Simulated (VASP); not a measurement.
LiLaTe3: single point with LDA

The system is LiLaTe3.

```
CELL_PARAMETERS angstrom
5.06613 0.00000 0.00000
0.00000 5.06613 0.00000
0.00000 0.00000 5.06613
ATOMIC_POSITIONS crystal
La 0.00000 0.00000 0.00000
Li 0.50000 0.50000 0.50000
Te 0.50000 0.50000 0.00000
Te 0.00000 0.50000 0.50000
Te 0.50000 0.00000 0.50000
```

```yaml
Program: VASP 6.6.1
Task: single point
Functional: LDA
Potentials_or_basis: VASP PAW LDA potentials, release 64 (La, Li_sv, Te)
Cutoff: 520 eV
k_mesh: 8 × 8 × 8
Occupations: methfessel-paxton, width 0.02 eV
Spin: no spin polarisation
```

| Quantity | Value |
| --- | --- |
| Band gap on the k mesh | zero (band 16 reaches 8.32 eV, above the bottom of band 17 at 6.98 eV) |

Levels at points of the mesh, in eV from the Fermi level:
```
           k point  band 13  band 14  band 15  band 16  band 17  band 18  band 19  band 20
(0.00, 0.00, 0.00)    -1.37    -1.37     0.31     0.31     0.31     0.56     0.56     0.96
(0.50, 0.00, 0.00)    -2.26    -2.26    -1.99    -0.71    -0.71     1.12     1.13     1.19
(0.50, 0.50, 0.00)    -2.93    -2.12    -2.12     0.23     0.52     1.11     1.11     1.18
(0.50, 0.50, 0.50)     0.42     0.42     0.42     0.62     0.62     1.16     1.16     1.16
```

Wall time 61 s on 1 thread of Intel(R) Xeon(R) 6975P-C (Granite Rapids), with other jobs on the host, peak memory 0.28 GiB.

Caveat: spin-orbit coupling is left out, which moves the levels of the heavy elements.
